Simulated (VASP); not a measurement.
# Pd (P6/mmm) in VASP: a series of runs

Pd is run at these levels: PBE; tasks: single point, relaxation of cell and atoms.

Program: VASP 6.6.1. These are calculated values, not measurements. Logs are shortened: lines on timing, memory, paths and dates and some standing lists are left out, and cuts for length are marked.

**1. The cell of the first run**

It takes space group P6/mmm (No. 191, hexagonal). The conventional cell has a = 5.226 Å, b = 5.226 Å, c = 4.458 Å, α = 90.00°, β = 90.00°, γ = 120.00°. Within 3.4 Å of Pd (site symmetry mmm) lie 8 Pd at 2.61 to 2.69 Å. Within 3.5 Å of Pd (site symmetry -6m2) lie 9 Pd at 2.69 to 3.02 Å.

**2. Single point, PBE**

Contents of INCAR:

```
SYSTEM = Pd
ALGO     = Normal         ! electronic algorithm
EDIFF    = 1E-6           ! SCF threshold, eV
ENCUT    = 520            ! plane-wave cutoff, eV
GGA      = PE             ! functional
ISIF     = 2              ! what is computed and relaxed
ISMEAR   = 0              ! smearing method
LASPH    = .True.         ! aspherical terms in the spheres
LCHARG   = .False.        ! write CHGCAR
LREAL    = .False.        ! projectors in reciprocal space
LWAVE    = .False.        ! write WAVECAR
NBANDS   = 33             ! bands
NELM     = 100            ! most SCF steps
PREC     = Accurate       ! precision mode
SIGMA    = 0.1            ! smearing width, eV
```

Contents of KPOINTS:

```
k-points
0
Gamma
  9 9 8
  0 0 0
```

Contents of POSCAR:

```
Pd
1.0
    5.2256636761      0.0000000000      0.0000000000
   -2.6128318380      4.5255574951      0.0000000000
    0.0000000000      0.0000000000      4.4577430619
Pd
5
Direct
    0.0000000000      0.5000000000      0.5000000000
    0.5000000000      0.0000000000      0.5000000000
    0.5000000000      0.5000000000      0.5000000000
    0.3333333333      0.6666666667      0.0000000000
    0.6666666667      0.3333333333      0.0000000000
```

Potentials or basis: VASP PAW PBE potentials, release 64 (Pd).

Started as:

```console
cat potpaw_PBE.64/Pd/POTCAR > POTCAR
mpirun -np 1 vasp_std > vasp.out
```

OUTCAR:

```text
SYSTEM = Pd
   EDIFF = 1E-6
   ENCUT = 520
   GGA = PE
   ISIF = 2
   ISMEAR = 0
   LASPH = .True.
   LREAL = .False.
   NELM = 100
   PREC = Accurate

 ion  position               nearest neighbor table
   1  0.000  0.500  0.500-   2 2.61   2 2.61   3 2.61   3 2.61   4 2.69   5 2.69   4 2.69   5 2.69

   2  0.500  0.000  0.500-   3 2.61   3 2.61   1 2.61   1 2.61   4 2.69   5 2.69   4 2.69   5 2.69

   3  0.500  0.500  0.500-   2 2.61   2 2.61   1 2.61   1 2.61   4 2.69   5 2.69   4 2.69   5 2.69

   4  0.333  0.667  0.000-   2 2.69   2 2.69   1 2.69   1 2.69   3 2.69   3 2.69   5 3.02   5 3.02
                             5 3.02
   5  0.667  0.333  0.000-   2 2.69   2 2.69   1 2.69   1 2.69   3 2.69   3 2.69   4 3.02   4 3.02
                             4 3.02

  LATTYP: Found a hexagonal cell.
 ALAT       =     5.2256636761
 C/A-ratio  =     0.8530482132

  Lattice vectors:

 A1 = (   5.2256636761,   0.0000000000,   0.0000000000)
 A2 = (  -2.6128318380,   4.5255574951,   0.0000000000)
 A3 = (   0.0000000000,   0.0000000000,   4.4577430619)

Analysis of symmetry for initial positions (statically):
=====================================================================
 Subroutine PRICEL returns:
 Original cell was already a primitive cell.

 Routine SETGRP: Setting up the symmetry group for a
 hexagonal supercell.

 Subroutine GETGRP returns: Found 24 space group operations
 (whereof 24 operations were pure point group operations)
 out of a pool of 24 trial point group operations.

The static configuration has the point symmetry D_6h.

Analysis of symmetry for dynamics (positions and initial velocities):
=====================================================================
 Subroutine PRICEL returns:
 Original cell was already a primitive cell.

 Routine SETGRP: Setting up the symmetry group for a
 hexagonal supercell.

 Subroutine GETGRP returns: Found 24 space group operations
 (whereof 24 operations were pure point group operations)
 out of a pool of 24 trial point group operations.

The dynamic configuration has the point symmetry D_6h.

 Subroutine INISYM returns: Found 24 space group operations
 (whereof 24 operations are pure point group operations),
 and found     1 'primitive' translations

----------------------------------------------------------------------------------------

                                     Primitive cell

  volume of cell :     105.4214

  direct lattice vectors                    reciprocal lattice vectors
     5.225663676  0.000000000  0.000000000     0.191363253  0.110483626  0.000000000
    -2.612831838  4.525557495  0.000000000     0.000000000  0.220967251  0.000000000
     0.000000000  0.000000000  4.457743062     0.000000000  0.000000000  0.224328766

  length of vectors
     5.225663676  5.225663676  4.457743062     0.220967251  0.220967251  0.224328766

  position of ions in fractional coordinates (direct lattice)
     1.000000000  0.500000000  0.500000000
     0.500000000  0.000000000  0.500000000
     0.500000000  0.500000000  0.500000000
     0.333333333  0.666666667  0.000000000
     0.666666667  0.333333333  0.000000000

  ion indices of the primitive-cell ions
   primitive index   ion index
                 1           1
                 2           2
                 3           3
                 4           4
                 5           5

----------------------------------------------------------------------------------------

 KPOINTS: k-points

Automatic generation of k-mesh.
 Grid dimensions read from file:
 generate k-points for:    9    9    8

 Generating k-lattice:

  Cartesian coordinates                     Fractional coordinates (reciprocal lattice)
     0.021262584  0.012275958  0.000000000     0.111111111 -0.000000000  0.000000000
     0.000000000  0.024551917  0.000000000     0.000000000  0.111111111  0.000000000
     0.000000000  0.000000000  0.028041096     0.000000000  0.000000000  0.125000000

  Length of vectors
     0.024551917  0.024551917  0.028041096

  Shift w.r.t. Gamma in fractional coordinates (k-lattice)
     0.000000000  0.000000000  0.000000000

 Subroutine IBZKPT returns following result:
 ===========================================

 Found     60 irreducible k-points:

 Following reciprocal coordinates:
            Coordinates               Weight
  0.000000  0.000000  0.000000      1.000000
  0.111111  0.000000  0.000000      6.000000
  0.222222  0.000000  0.000000      6.000000
  0.333333  0.000000  0.000000      6.000000
  0.444444  0.000000  0.000000      6.000000
  0.111111  0.111111  0.000000      6.000000
[... 16 lines left out ...]
  0.333333  0.222222  0.125000     24.000000
  0.333333  0.333333  0.125000      4.000000
 [... further k-points ...]
   k-points           NKPTS =     60   k-points in BZ     NKDIM =     60   number of bands    NBANDS=     33
   number of dos      NEDOS =    301   number of ions     NIONS =      5
   total plane-waves  NPLWV =  57600
[... 32 lines left out ...]
   IALGO  =     38    algorithm
   IMIX   =      4    mixing-type and parameters
     AMIX     =   0.40;   BMIX     =  1.00
     AMIX_MAG =   1.60;   BMIX_MAG =  1.00
  volume/ion in A,a.u.               =      21.08       142.28
  Fermi-wavevector in a.u.,A,eV,Ry     =   1.276699  2.412612 22.176969  1.629961
  Thomas-Fermi vector in A             =   2.409341
   LORBIT       =      0    0 simple, 1 ext, 2 COOP (PROOUT), +10 PAW based schemes
   GGA     = PE    functional components
   LHFCALC =     F    Hartree Fock is set to
   AEXX    =    0.0000 exact exchange contribution
   IVDW    =     0    specifies the selected vdW correction
   LEPSILON=     F    determine dielectric tensor
   LRPA    =     F    only Hartree local field effects (RPA)
 non-spin polarized calculation
 Gauss-broadening in eV      SIGMA  =   0.10
  energy-cutoff  :      520.00
  volume of cell :      105.42
 maximum number of plane-waves:      2872
 NGX is ok and might be reduce to    40

 number of electron      49.9999997 magnetization

 Free energy of the ion-electron system (eV)
  ---------------------------------------------------
  ext. energy  EPLUGINS =         0.00000000
  ---------------------------------------------------
  free energy    TOTEN  =       -23.48421070 eV

  energy without entropy =      -23.44889287  energy(sigma->0) =      -23.46655178

 E-fermi :   5.0428     XC(G=0): -10.5785

 val. band max:        5.0410442294   @ k =   0.3333   0.2222   0.5000
 cond. band min:       5.0488860242   @ k =   0.2222   0.2222   0.3750
 fundamental gap:      0.0078417948
 Fermi energy:         5.0428214105

 k-point     1 :       0.0000    0.0000    0.0000
  band No.  band energies     occupation
      1      -1.3679      2.00000
      2       0.6087      2.00000
      3       0.8860      2.00000
      4       1.1211      2.00000
      5       1.1211      2.00000
      6       1.3589      2.00000
[... 25 lines left out ...]
     32      10.7377      0.00000
     33      12.9247      0.00000

 k-point     2 :       0.1111    0.0000    0.0000
  band No.  band energies     occupation
      1      -1.2777      2.00000
      2       0.6664      2.00000
      3       0.9241      2.00000
      4       1.1352      2.00000
      5       1.2078      2.00000
      6       1.3615      2.00000
[... 25 lines left out ...]
     32      11.7054      0.00000
     33      12.9708      0.00000

 k-point     3 :       0.2222    0.0000    0.0000
  band No.  band energies     occupation
      1      -1.0225      2.00000
      2       0.8254      2.00000
      3       1.0139      2.00000
      4       1.1696      2.00000
      5       1.3947      2.00000
      6       1.4513      2.00000
[... 25 lines left out ...]
     32      12.8732      0.00000
     33      13.1987      0.00000

 k-point     4 :       0.3333    0.0000    0.0000
  band No.  band energies     occupation
      1      -0.6591      2.00000
      2       1.0320      2.00000
      3       1.0817      2.00000
      4       1.2048      2.00000
      5       1.5266      2.00000
      6       1.6266      2.00000
[... 673 lines left out ...]
     32      12.3998      0.00000
     33      13.6722      0.00000

 k-point    23 :       0.3333    0.2222    0.1250
  band No.  band energies     occupation
      1       0.0152      2.00000
      2       0.6436      2.00000
      3       1.2535      2.00000
      4       1.3644      2.00000
      5       1.4946      2.00000
      6       1.6509      2.00000
[... 25 lines left out ...]
     32      12.8928      0.00000
     33      13.7888      0.00000

 k-point    24 :       0.3333    0.3333    0.1250
  band No.  band energies     occupation
      1       0.3880      2.00000
      2       0.3880      2.00000
      3       1.3308      2.00000
      4       1.3308      2.00000
      5       1.4273      2.00000
      6       1.6139      2.00000
[... 25 lines left out ...]
     32      13.1136      0.00000
     33      13.1136      0.00000

 [... further k-points ...]
[... 5 lines left out ...]
  --------------------------------------------------------------------------------------
  -------------------------------------------------------------------------------------
  Total       -0.1668559     -0.1668559     -0.1889231     -0.0000000     -0.0000000      0.0000000
  in kB       -2.5358502     -2.5358502     -2.8712235     -0.0000000     -0.0000000      0.0000000
  external PRESSURE =      -2.6476413 kB  Pullay stress =       0.0000000 kB

 VOLUME and BASIS-vectors are now :
 -----------------------------------------------------------------------------
  energy-cutoff  :      520.00
  volume of cell :      105.42
      direct lattice vectors                 reciprocal lattice vectors
     5.225663676  0.000000000  0.000000000     0.191363253  0.110483626  0.000000000
    -2.612831838  4.525557495  0.000000000     0.000000000  0.220967251  0.000000000
     0.000000000  0.000000000  4.457743062     0.000000000  0.000000000  0.224328766

 POSITION                                       TOTAL-FORCE (eV/Angst)
 -----------------------------------------------------------------------------------
     -1.30642      2.26278      2.22887        -0.000000      0.000000      0.000000
      2.61283      0.00000      2.22887         0.000000      0.000000      0.000000
      1.30642      2.26278      2.22887         0.000000      0.000000      0.000000
     -0.00000      3.01704      0.00000         0.000000     -0.000000      0.000000
      2.61283      1.50852      0.00000         0.000000      0.000000      0.000000
 -----------------------------------------------------------------------------------
    total drift:                               -0.000000     -0.000000     -0.000000

  FREE ENERGIE OF THE ION-ELECTRON SYSTEM (eV)
  ---------------------------------------------------
  free  energy   TOTEN  =       -23.4842106985 eV

  energy  without entropy=      -23.4488928668  energy(sigma->0) =      -23.46655178
```

Run time: 2.3 min. Hardware: 1 thread of Intel Xeon Platinum 8124M at 3.00GHz (Skylake/Cascade Lake), shared host; peak memory 0.31 GiB.

Results:

```
Free energy            : -23.4842 eV
Pressure               : -0.3 GPa
Band gap on the k mesh : zero (band 25 reaches 5.58 eV, above the bottom of band 26 at 4.70 eV)
```

**3. Relaxation of cell and atoms, PBE**

This run uses another cell than the first one, of 21.03 Å³/atom, 0.997 times its volume.

Contents of INCAR:

```
ALGO = Normal
EDIFF = 1E-7
EDIFFG = -0.01
ENCUT = 600
GGA = PE
IBRION = 2
ISIF = 3
ISMEAR = 0
LASPH = True
LCHARG = False
LREAL = False
LWAVE = False
NELM = 100
NSW = 100
PREC = Accurate
SIGMA = 0.1
```

Contents of KPOINTS:

```
k-points
0
Gamma
  9 9 8
```

Changes to POSCAR since step 2:

```diff
@@ -2,5 +2,5 @@
 1.0
-    5.2256636761      0.0000000000      0.0000000000
-   -2.6128318380      4.5255574951      0.0000000000
-    0.0000000000      0.0000000000      4.4577430619
+    5.2035463614      0.0000000000      0.0000000000
+   -2.6017731807      4.5064033387      0.0000000000
+    0.0000000000      0.0000000000      4.4834189809
 Pd
```

Potentials or basis: VASP PAW PBE potentials, release 64 (Pd).

Started as:

```console
cat potpaw_PBE.64/Pd/POTCAR > POTCAR
mpirun -np 1 vasp_std > vasp.out
```

Wall time 8.9 min (1 thread of Intel Xeon Platinum 8124M at 3.00GHz (Skylake/Cascade Lake), shared host); peak memory 0.36 GiB.

The run converged. Its results:

```yaml
Free_energy: -23.4848 eV
Relaxed_volume: 21.02 Å³/atom
Relaxed_cell: a = 5.220 Å, b = 5.220 Å, c = 4.455 Å, α = 90.00°, β = 90.00°, γ = 120.00°
Space_group_after_relaxing_to_0.05_Å: P6/mmm (No. 191)
Energy_gained_by_relaxing: 0.5 meV/atom
Ionic_steps: 5
Pressure_after_relaxing: 0.0 GPa
Band_gap_on_the_k_mesh: zero (band 25 reaches 5.61 eV, above the bottom of band 26 at 4.73 eV)
```

The path:
```
step  energy change (eV)  largest force (eV/Å)  pressure (GPa)  volume (Å³)
   1              0.0000                0.0000           -0.20       105.13
   2             -0.0023                0.0000            0.35       104.73
   3             -0.0023                0.0000            0.29       104.77
   4             -0.0026                0.0000           -0.11       105.25
   5             -0.0027                0.0000            0.00       105.11
```

Final structure:
```
CELL_PARAMETERS angstrom
5.21965 0.00000 0.00000
-2.60983 4.52035 0.00000
0.00000 0.00000 4.45473
ATOMIC_POSITIONS crystal
Pd 0.00000 0.50000 0.50000
Pd 0.50000 0.00000 0.50000
Pd 0.50000 0.50000 0.50000
Pd 0.33333 0.66667 0.00000
Pd 0.66667 0.33333 0.00000
```

Levels at points of the mesh, in eV from the Fermi level:
```
           k point  band 22  band 23  band 24  band 25  band 26  band 27  band 28  band 29
(0.00, 0.00, 0.00)    -0.45    -0.45     0.35     0.35     0.80     2.75     3.28     4.81
(0.00, 0.00, 0.50)    -0.33    -0.33    -0.02     0.54     0.54     0.80     2.59     5.05
```

**4. Single point, PBE**

This run uses another cell than the first one: it holds 3 atoms, not 5.

Contents of INCAR:

```
SYSTEM = Pd
PREC = Accurate
ENCUT = 520
EDIFF = 1E-6
ISMEAR = 0
SIGMA = 0.1
LREAL = .FALSE.
LASPH = .TRUE.
NELM = 100
ALGO = Normal
ISIF = 2
LWAVE = .FALSE.
LCHARG = .FALSE.
GGA = PE
NBANDS = 22
```

Contents of KPOINTS:

```
regular mesh
0
G
  6 6 6
  0 0 0
```

Contents of POSCAR:

```
Pd
1.0
    4.4890372441      0.0000000000      0.0000000000
   -2.2445186221      3.8876202919      0.0000000000
    0.0000000000      0.0000000000      2.6931057351
Pd
3
Direct
    0.0000000000      0.0000000000      0.0000000000
    0.3333333333      0.6666666667      0.5000000000
    0.6666666667      0.3333333333      0.5000000000
```

Started as:

```console
cat potpaw_PBE.64/Pd/POTCAR > POTCAR
mpirun -np 1 vasp_std > vasp.out
```

It took 9.9 s on 1 thread of Intel Xeon 6975P-C (Granite Rapids), shared host; peak memory 0.17 GiB.

It converged, with:

| Item | Value |
| --- | --- |
| Free energy | -15.3364 eV |
| Pressure | -0.3 GPa |
| Band gap on the k mesh | zero (band 15 reaches 9.52 eV, above the bottom of band 16 at 8.59 eV) |

Levels at points of the mesh, in eV from the Fermi level:
```tsv
k point	band 11	band 12	band 13	band 14	band 15	band 16	band 17	band 18	band 19	band 20
(0.00, 0.00, 0.00)	-1.43	-1.43	-1.34	-1.34	0.18	0.18	7.39	7.39	7.40	7.40
(0.50, 0.00, 0.00)	-1.19	-0.46	-0.28	-0.26	-0.23	0.03	0.22	1.47	7.36	14.74
(0.00, 0.00, 0.50)	-0.42	-0.42	-0.13	-0.13	0.76	2.32	3.11	9.35	9.99	9.99
(0.50, 0.00, 0.50)	-0.70	-0.59	-0.33	0.12	0.47	2.98	3.20	6.38	6.80	9.25
```

Caveat: the k points lie up to 0.39 Å⁻¹ apart.

**5. Relaxation of cell and atoms, PBE**

This run uses another cell than the first one: it holds 3 atoms, not 5.

Contents of INCAR:

```
PREC = Accurate ; ENCUT = 600
EDIFF = 1E-6 ; ISMEAR = 0
SIGMA = 0.1 ; LREAL = F
LASPH = T ; NELM = 80
ALGO = Normal ; ISIF = 3
LWAVE = F ; LCHARG = F
GGA = PE ; IBRION = 2
NSW = 90 ; EDIFFG = -0.04
```

Contents of KPOINTS:

```
regular mesh
0
Gamma
  6 6 6
```

Contents of POSCAR:

```
Pd
1.0
    4.6208558455      0.0000000000      0.0000000000
   -2.3104279228      4.0017785495      0.0000000000
    0.0000000000      0.0000000000      2.8327855401
Pd
3
Direct
    0.0000000000      0.0000000000      0.0000000000
    0.3333333333      0.6666666667      0.5000000000
    0.6666666667      0.3333333333      0.5000000000
```

Started as:

```console
cat potpaw_PBE.64/Pd/POTCAR > POTCAR
mpirun -np 1 vasp_std > vasp.out
```

It took 49 s on 1 thread of Intel Xeon 6975P-C (Granite Rapids), shared host; peak memory 0.21 GiB.

Results (log left out):

```yaml
Free_energy: -15.3389 eV
Relaxed_volume: 15.62 Å³/atom
Relaxed_cell: a = 4.486 Å, b = 4.486 Å, c = 2.689 Å, α = 90.00°, β = 90.00°, γ = 120.00°
Space_group_after_relaxing_to_0.05_Å: P6/mmm (No. 191)
Energy_gained_by_relaxing: 85.7 meV/atom
Ionic_steps: 5
Pressure_after_relaxing: 0.2 GPa
Band_gap_on_the_k_mesh: zero (band 15 reaches 9.56 eV, above the bottom of band 16 at 8.63 eV)
```

Stress tensor (GPa, compression positive):
```
0.09 0.00 0.00
0.00 0.09 0.00
0.00 0.00 0.30
```

Step by step:
```csv
step,energy change (eV),largest force (eV/Å),pressure (GPa),volume (Å³)
1,0.0000,0.0000,-12.87,52.38
2,0.0067,0.0000,21.06,42.45
3,-0.2532,0.0000,-0.12,46.97
4,-0.2533,0.0000,0.23,46.87
5,-0.2570,0.0000,0.16,46.87
```

Final structure:
```yaml
crystal:
  lattice:
    - [4.48644, 0.00000, 0.00000]
    - [-2.24322, 3.88537, 0.00000]
    - [0.00000, 0.00000, 2.68908]
  atoms:
    - { symbol: Pd, position: [0.00000, 0.00000, 0.00000] }
    - { symbol: Pd, position: [0.33333, 0.66667, 0.50000] }
    - { symbol: Pd, position: [0.66667, 0.33333, 0.50000] }
```

Levels at points of the mesh, in eV from the Fermi level:
| k point | band 11 | band 12 | band 13 | band 14 | band 15 | band 16 | band 17 | band 18 | band 19 |
| --- | --- | --- | --- | --- | --- | --- | --- | --- | --- |
| (0.00, 0.00, 0.00) | -1.43 | -1.43 | -1.34 | -1.34 | 0.18 | 0.18 | 7.39 | 7.39 | 7.41 |
| (0.50, 0.00, 0.00) | -1.20 | -0.46 | -0.28 | -0.26 | -0.23 | 0.03 | 0.22 | 1.46 | 7.37 |
| (0.00, 0.00, 0.50) | -0.42 | -0.42 | -0.13 | -0.13 | 0.77 | 2.33 | 3.13 | 9.37 | 10.00 |
| (0.50, 0.00, 0.50) | -0.70 | -0.60 | -0.34 | 0.12 | 0.47 | 2.98 | 3.21 | 6.40 | 6.83 |

Caveat: the k points lie up to 0.39 Å⁻¹ apart in the final cell.

**6. The runs side by side**

```tsv
task	cell	k mesh	cutoff (eV)	gap on the mesh (eV)	pressure (GPa)	relaxed volume (Å³/atom)
single point	a = 5.226, b = 5.226, c = 4.458 Å, angles 90.0, 90.0, 120.0°, 5 atoms	9 × 9 × 8	520	none	-0.3	-
relaxation of cell and atoms	relaxed from a = 5.204, b = 5.204, c = 4.483 Å, angles 90.0, 90.0, 120.0°, 5 atoms	9 × 9 × 8	600	none	0.0	21.02
single point	a = 4.489, b = 4.489, c = 2.693 Å, angles 90.0, 90.0, 120.0°, 3 atoms	6 × 6 × 6	520	none	-0.3	-
relaxation of cell and atoms	relaxed from a = 4.621, b = 4.621, c = 2.833 Å, angles 90.0, 90.0, 120.0°, 3 atoms	6 × 6 × 6	600	none	0.2	15.62
```

Alike in all rows: level PBE; potentials or basis VASP PAW PBE potentials, release 64 (Pd); no spin polarisation; smearing gaussian 0.1 eV.

Caveats: some runs use coarse meshes.

Total energies depend on the potentials used, so only differences within one code and one set of settings carry meaning.
